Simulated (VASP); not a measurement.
# Ba (Im-3m) in VASP: single point with PBE

Aim: the single point of Ba with PBE.

Program: VASP 6.6.1. These are calculated values, not measurements. Logs are shortened: lines on timing, memory, paths and dates and some standing lists are left out, and cuts for length are marked.

## (1) The cell of the first run

It takes space group Im-3m (No. 229, cubic). Conventional cell: a = 5.000 Å, b = 5.000 Å, c = 5.000 Å, α = 90.00°, β = 90.00°, γ = 90.00°. Within 5.7 Å of Ba (site symmetry m-3m) lie 14 Ba at 4.33 to 5.00 Å.

## (2) Single point, PBE

Contents of INCAR:

```
SYSTEM = Ba
ALGO = Normal
EDIFF = 1E-6
ENCUT = 500
GGA = PE
GGA_COMPAT = .FALSE.
ISIF = 2
ISMEAR = 0
LASPH = .TRUE.
LCHARG = .FALSE.
LREAL = .FALSE.
LWAVE = .FALSE.
NBANDS = 11
NELM = 120
PREC = Accurate
SIGMA = 0.1
```

Contents of KPOINTS:

```
k-points
0
G
  6 6 6
  0 0 0
```

Contents of POSCAR:

```
Ba
1.0
   -2.5000000000      2.5000000000      2.5000000000
    2.5000000000     -2.5000000000      2.5000000000
    2.5000000000      2.5000000000     -2.5000000000
Ba
1
Direct
    0.0000000000      0.0000000000      0.0000000000
```

Potentials or basis: VASP PAW PBE potentials, release 64 (Ba_sv).

Command:

```
> cat potpaw_PBE.64/Ba_sv/POTCAR > POTCAR
> mpirun -np 1 vasp_std > vasp.out
```

OUTCAR:

```text
SYSTEM = Ba
   EDIFF = 1E-6
   ENCUT = 500
   GGA = PE
   ISIF = 2
   ISMEAR = 0
   LASPH = .TRUE.
   LREAL = .FALSE.
   NELM = 120
   PREC = Accurate

 ion  position               nearest neighbor table
   1  0.000  0.000  0.000-

  LATTYP: Found a body centered cubic cell.
 ALAT       =     5.0000000000

  Lattice vectors:

 A1 = (  -2.5000000000,   2.5000000000,   2.5000000000)
 A2 = (   2.5000000000,  -2.5000000000,   2.5000000000)
 A3 = (   2.5000000000,   2.5000000000,  -2.5000000000)

Analysis of symmetry for initial positions (statically):
=====================================================================
 Subroutine PRICEL returns:
 Original cell was already a primitive cell.

 Routine SETGRP: Setting up the symmetry group for a
 body centered cubic supercell.

 Subroutine GETGRP returns: Found 48 space group operations
 (whereof 48 operations were pure point group operations)
 out of a pool of 48 trial point group operations.

The static configuration has the point symmetry O_h .

Analysis of symmetry for dynamics (positions and initial velocities):
=====================================================================
 Subroutine PRICEL returns:
 Original cell was already a primitive cell.

 Routine SETGRP: Setting up the symmetry group for a
 body centered cubic supercell.

 Subroutine GETGRP returns: Found 48 space group operations
 (whereof 48 operations were pure point group operations)
 out of a pool of 48 trial point group operations.

The dynamic configuration has the point symmetry O_h .

 Subroutine INISYM returns: Found 48 space group operations
 (whereof 48 operations are pure point group operations),
 and found     1 'primitive' translations

----------------------------------------------------------------------------------------

                                     Primitive cell

  volume of cell :      62.5000

  direct lattice vectors                    reciprocal lattice vectors
    -2.500000000  2.500000000  2.500000000     0.000000000  0.200000000  0.200000000
     2.500000000 -2.500000000  2.500000000     0.200000000  0.000000000  0.200000000
     2.500000000  2.500000000 -2.500000000     0.200000000  0.200000000  0.000000000

  length of vectors
     4.330127019  4.330127019  4.330127019     0.282842712  0.282842712  0.282842712

  position of ions in fractional coordinates (direct lattice)
     0.000000000  0.000000000  0.000000000

  ion indices of the primitive-cell ions
   primitive index   ion index
                 1           1

----------------------------------------------------------------------------------------

 KPOINTS: k-points

Automatic generation of k-mesh.
 Grid dimensions read from file:
 generate k-points for:    6    6    6

 Generating k-lattice:

  Cartesian coordinates                     Fractional coordinates (reciprocal lattice)
     0.000000000  0.033333333  0.033333333     0.166666667  0.000000000  0.000000000
     0.033333333  0.000000000  0.033333333     0.000000000  0.166666667  0.000000000
     0.033333333  0.033333333  0.000000000     0.000000000  0.000000000  0.166666667

  Length of vectors
     0.047140452  0.047140452  0.047140452

  Shift w.r.t. Gamma in fractional coordinates (k-lattice)
     0.000000000  0.000000000  0.000000000

 Subroutine IBZKPT returns following result:
 ===========================================

 Found     16 irreducible k-points:

 Following reciprocal coordinates:
            Coordinates               Weight
  0.000000  0.000000  0.000000      1.000000
  0.166667  0.000000  0.000000     12.000000
  0.333333  0.000000  0.000000     12.000000
  0.500000  0.000000  0.000000      6.000000
  0.166667  0.166667  0.000000     24.000000
  0.333333  0.166667  0.000000     48.000000
[... 8 lines left out ...]
  0.500000  0.500000  0.333333     12.000000
  0.500000  0.500000  0.500000      1.000000
   k-points           NKPTS =     16   k-points in BZ     NKDIM =     16   number of bands    NBANDS=     11
   number of dos      NEDOS =    301   number of ions     NIONS =      1
   total plane-waves  NPLWV =  32768
   dimension x,y,z NGX =    32 NGY =   32 NGZ =   32
   dimension x,y,z NGXF=    64 NGYF=   64 NGZF=   64
   ions per type =               1
   NGX,Y,Z   is equivalent  to a cutoff of  12.29, 12.29, 12.29 a.u.
   NGXF,Y,Z  is equivalent  to a cutoff of  24.57, 24.57, 24.57 a.u.
 SYSTEM =  Ba
   PREC   = accura    normal or accurate (medium, high low for compatibility)
   ISTART =      0    job   : 0-new  1-cont  2-samecut
   ICHARG =      2    charge: 1-file 2-atom 10-const
   ISPIN  =      1    spin polarized calculation?
   LNONCOLLINEAR =      F non collinear calculations
   LSORBIT =      F    spin-orbit coupling
   LASPH  =      T    aspherical Exc in radial PAW
   ENCUT  =  500.0 eV  36.75 Ry    6.06 a.u.   7.89  7.89  7.89*2*pi/ulx,y,z
   NELM   =    120;   NELMIN=  2; NELMDL= -5     # of ELM steps
   EDIFF  = 0.1E-05   stopping-criterion for ELM
   LREAL  =      F    real-space projection
   EDIFFG = 0.1E-04   stopping-criterion for IOM
   NSW    =      0    number of steps for IOM
   IBRION =     -1    ionic relax: 0-MD 1-quasi-New 2-CG
   NFREE  =      0    steps in history (QN), initial steepest desc. (CG)
   ISIF   =      2    stress and relaxation
   ISYM   =      2    0-nonsym 1-usesym 2-fastsym
   POTIM  = 0.5000    time-step for ionic-motion
   TEBEG  =    0.0;   TEEND  =   0.0 temperature during run
   PSTRESS=    0.0 pullay stress
   NELECT =      10.0000    total number of electrons
   NUPDOWN=      -1.0000    fix difference up-down
   EMIN   =  10.00;   EMAX   =-10.00  energy-range for DOS
   EFERMI =   0.00;   METHOD = LEGACY
   ISMEAR =     0;   SIGMA  =   0.10  broadening in eV -4-tet -1-fermi 0-gaus
   EFERMI_NEDOS =   21; number of points for ismear=-14 and -15
   IALGO  =     38    algorithm
   IMIX   =      4    mixing-type and parameters
     AMIX     =   0.40;   BMIX     =  1.00
     AMIX_MAG =   1.60;   BMIX_MAG =  1.00
  volume/ion in A,a.u.               =      62.50       421.77
  Fermi-wavevector in a.u.,A,eV,Ry     =   0.888754  1.679501 10.747016  0.789883
  Thomas-Fermi vector in A             =   2.010225
   LORBIT       =      0    0 simple, 1 ext, 2 COOP (PROOUT), +10 PAW based schemes
   GGA     = PE    functional components
   LHFCALC =     F    Hartree Fock is set to
   AEXX    =    0.0000 exact exchange contribution
   IVDW    =     0    specifies the selected vdW correction
   LEPSILON=     F    determine dielectric tensor
   LRPA    =     F    only Hartree local field effects (RPA)
 non-spin polarized calculation
 Gauss-broadening in eV      SIGMA  =   0.10
  energy-cutoff  :      500.00
  volume of cell :       62.50
 maximum number of plane-waves:      1638
   NGX = 15   NGY = 15   NGZ = 15

 number of electron      10.0000000 magnetization

 number of electron       9.9999999 magnetization

 Free energy of the ion-electron system (eV)
  ---------------------------------------------------
  ext. energy  EPLUGINS =         0.00000000
  ---------------------------------------------------
  free energy    TOTEN  =        -1.90272317 eV

  energy without entropy =       -1.89396920  energy(sigma->0) =       -1.89834618

 E-fermi :   1.7034     XC(G=0):  -7.4352

 val. band max:        1.6019522846   @ k =  -0.3333   0.5000   0.1667
 cond. band min:       1.7037576315   @ k =  -0.3333   0.3333   0.3333
 fundamental gap:      0.1018053469
 Fermi energy:         1.7033865551

 k-point     1 :       0.0000    0.0000    0.0000
  band No.  band energies     occupation
      1     -27.2032      2.00000
      2     -12.1479      2.00000
      3     -12.1479      2.00000
      4     -12.1479      2.00000
      5      -1.0822      2.00000
      6       3.5122      0.00000
      7       3.5122      0.00000
      8       3.5122      0.00000
      9       4.9205      0.00000
     10       4.9205      0.00000
     11       8.6306      0.00000

 k-point     2 :       0.1667    0.0000    0.0000
  band No.  band energies     occupation
      1     -27.1920      2.00000
      2     -12.2727      2.00000
      3     -12.1865      2.00000
      4     -12.1486      2.00000
      5      -0.5830      2.00000
      6       3.1428      0.00000
      7       3.2029      0.00000
      8       4.0402      0.00000
      9       4.5839      0.00000
     10       4.9139      0.00000
     11       9.0829      0.00000

 k-point     3 :       0.3333    0.0000    0.0000
  band No.  band energies     occupation
      1     -27.1696      2.00000
      2     -12.5079      2.00000
      3     -12.2621      2.00000
      4     -12.1503      2.00000
      5       0.4358      2.00000
      6       2.5878      0.00000
      7       2.6488      0.00000
      8       4.8596      0.00000
      9       5.1374      0.00000
     10       5.5030      0.00000
     11       8.2758      0.00000

 k-point     4 :       0.5000    0.0000    0.0000
  band No.  band energies     occupation
      1     -27.1583      2.00000
      2     -12.6191      2.00000
      3     -12.2991      2.00000
      4     -12.1512      2.00000
      5       0.7762      2.00000
      6       2.3635      0.00000
      7       2.9450      0.00000
      8       4.8949      0.00000
      9       5.4774      0.00000
     10       6.9341      0.00000
     11       7.3393      0.00000
[... 127 lines left out ...]
 k-point    14 :      -0.3333    0.3333    0.3333
  band No.  band energies     occupation
      1     -27.1425      2.00000
      2     -12.4596      2.00000
      3     -12.3904      2.00000
      4     -12.3904      2.00000
      5       1.3719      2.00000
      6       1.7038      0.99581
      7       4.0848      0.00000
      8       4.0848      0.00000
      9       4.8867      0.00000
     10       5.3888      0.00000
     11       9.6058      0.00000

 k-point    15 :       0.5000    0.5000    0.3333
  band No.  band energies     occupation
      1     -27.1334      2.00000
      2     -12.5114      2.00000
      3     -12.4317      2.00000
      4     -12.3971      2.00000
      5       1.3678      2.00000
      6       1.4556      1.99954
      7       4.1169      0.00000
      8       4.3045      0.00000
      9       6.1302      0.00000
     10       6.5500      0.00000
     11       7.5030      0.00000

 k-point    16 :       0.5000    0.5000    0.5000
  band No.  band energies     occupation
      1     -27.1251      2.00000
      2     -12.4745      2.00000
      3     -12.4745      2.00000
      4     -12.4745      2.00000
      5       1.1148      2.00000
      6       1.1148      2.00000
      7       6.0719      0.00000
      8       6.0719      0.00000
      9       6.0719      0.00000
     10       6.4362      0.00000
     11       6.4362      0.00000

------------------------ aborting loop because EDIFF is reached ----------------------------------------

  FORCE on cell =-STRESS in cart. coord.  units (eV):
  Direction    XX          YY          ZZ          XY          YZ          ZX
  --------------------------------------------------------------------------------------
  -------------------------------------------------------------------------------------
  Total        0.1064573      0.1064573      0.1064573      0.0000000      0.0000000     -0.0000000
  in kB        2.7290162      2.7290162      2.7290162      0.0000000      0.0000000     -0.0000000
  external PRESSURE =       2.7290162 kB  Pullay stress =       0.0000000 kB

 VOLUME and BASIS-vectors are now :
 -----------------------------------------------------------------------------
  energy-cutoff  :      500.00
  volume of cell :       62.50
      direct lattice vectors                 reciprocal lattice vectors
    -2.500000000  2.500000000  2.500000000     0.000000000  0.200000000  0.200000000
     2.500000000 -2.500000000  2.500000000     0.200000000  0.000000000  0.200000000
     2.500000000  2.500000000 -2.500000000     0.200000000  0.200000000  0.000000000

 POSITION                                       TOTAL-FORCE (eV/Angst)
 -----------------------------------------------------------------------------------
      0.00000      0.00000      0.00000        -0.000000     -0.000000     -0.000000
 -----------------------------------------------------------------------------------
    total drift:                                0.000000      0.000000     -0.000000

  FREE ENERGIE OF THE ION-ELECTRON SYSTEM (eV)
  ---------------------------------------------------
  free  energy   TOTEN  =        -1.9027231685 eV

  energy  without entropy=       -1.8939692004  energy(sigma->0) =       -1.89834618
```

Wall time 16 s (1 thread of Intel Xeon 8259CL, shared host); peak memory 0.17 GiB.

Results:

```yaml
Free_energy: -1.9027 eV
Pressure: 0.3 GPa
Band_gap_on_the_k_mesh: zero (bands 5 and 6 overlap by 0.66 eV)
```

Levels at points of the mesh, in eV from the Fermi level:
| k point | band 1 | band 2 | band 3 | band 4 | band 5 | band 6 | band 7 | band 8 | band 9 | band 10 |
| --- | --- | --- | --- | --- | --- | --- | --- | --- | --- | --- |
| (0.00, 0.00, 0.00) | -28.91 | -13.85 | -13.85 | -13.85 | -2.79 | 1.81 | 1.81 | 1.81 | 3.22 | 3.22 |
| (0.50, 0.00, 0.00) | -28.86 | -14.32 | -14.00 | -13.85 | -0.93 | 0.66 | 1.24 | 3.19 | 3.77 | 5.23 |
| (0.50, 0.50, 0.50) | -28.83 | -14.18 | -14.18 | -14.18 | -0.59 | -0.59 | 4.37 | 4.37 | 4.37 | 4.73 |

Caveat: spin-orbit coupling is left out, which moves the levels of the heavy elements.

The gap in the log of VASP goes by the Fermi energy; the results here count the filled bands.